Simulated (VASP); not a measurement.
Crystal: C.

```xyz
2
Lattice="0.0000 1.7858 1.7858 1.7858 0.0000 1.7858 1.7858 1.7858 0.0000" Properties=species:S:1:pos:R:3 pbc="T T T"
C     0.0000    0.0000    0.0000
C     0.8929    0.8929    0.8929
```

Base run:

```yaml
Program: VASP 6.6.1
Functional: r2SCAN
Potentials_or_basis: VASP PAW PBE potentials, release 64 (C)
Cutoff: 660 eV
k_mesh: 13 × 13 × 13
Occupations: fermi-dirac, width 0.01 eV
Spin: no spin polarisation
```

Its results: band gap on the k mesh 4.33 eV, indirect (least direct gap 5.82 eV); pressure -4.1 GPa.

Problem. After a change of settings the same cell gave: band gap on the k mesh 4.10 eV, indirect (least direct gap 5.53 eV); pressure -14.1 GPa. Which change was it?
A. functional from r2SCAN to PBE; cutoff from 660 eV to 600 eV
B. functional from r2SCAN to LDA; potentials or basis from VASP PAW PBE potentials, release 64 (C) to VASP PAW LDA potentials, release 64 (C); cutoff from 660 eV to 600 eV
C. functional from r2SCAN to PBE; cutoff from 660 eV to 600 eV; occupations from fermi-dirac, width 0.01 eV to gaussian, width 0.01 eV

Solution. B.

Caveats: the PAW data sets were made with another functional, which shifts forces and pressure a little (some runs).
